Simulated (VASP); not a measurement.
Ca3As, 8 atoms in the cell. It takes space group Pm-3n (No. 223, cubic). The conventional cell has a = 6.015 Å, b = 6.015 Å, c = 6.015 Å, α = 90.00°, β = 90.00°, γ = 90.00°. Within 4.0 Å of Ca (site symmetry -4m2) lie 10 Ca at 3.01 to 3.68 Å and 4 As at 3.36 Å. As (site symmetry m-3) has 12 Ca at 3.36 Å within 4.4 Å. The cell was built from a structure type or drawn by symmetry, and may not be a known phase.

```yaml
Program: VASP 6.6.1
Task: relaxation of cell and atoms
Functional: PBE
Potentials_or_basis: VASP PAW PBE potentials, release 64 (Ca_sv, As)
Cutoff: 600 eV
k_mesh: 6 × 6 × 6
Occupations: gaussian, width 0.1 eV
Spin: no spin polarisation
Dipole_correction: no
Further_INCAR_settings: ALGO = Fast; EDIFF = 1e-07; IBRION = 2; EDIFFG = -0.01; NSW = 100; ISIF = 3
```

Potentials or basis: VASP PAW PBE potentials, release 64 (Ca_sv, As).

Command:

```bash
$ cat potpaw_PBE.64/Ca_sv/POTCAR potpaw_PBE.64/As/POTCAR > POTCAR
$ mpirun -np 1 vasp_std > vasp.out
```

Hardware: 1 thread of Intel(R) Xeon(R) 6975P-C (Granite Rapids), with other jobs on the host.

Q: Estimate the wall time of this run.

A: It took 14 min on 1 thread of Intel(R) Xeon(R) 6975P-C (Granite Rapids), with other jobs on the host, peak memory 0.48 GiB. Counts: scf iterations 73, k points 20, ion steps 3.
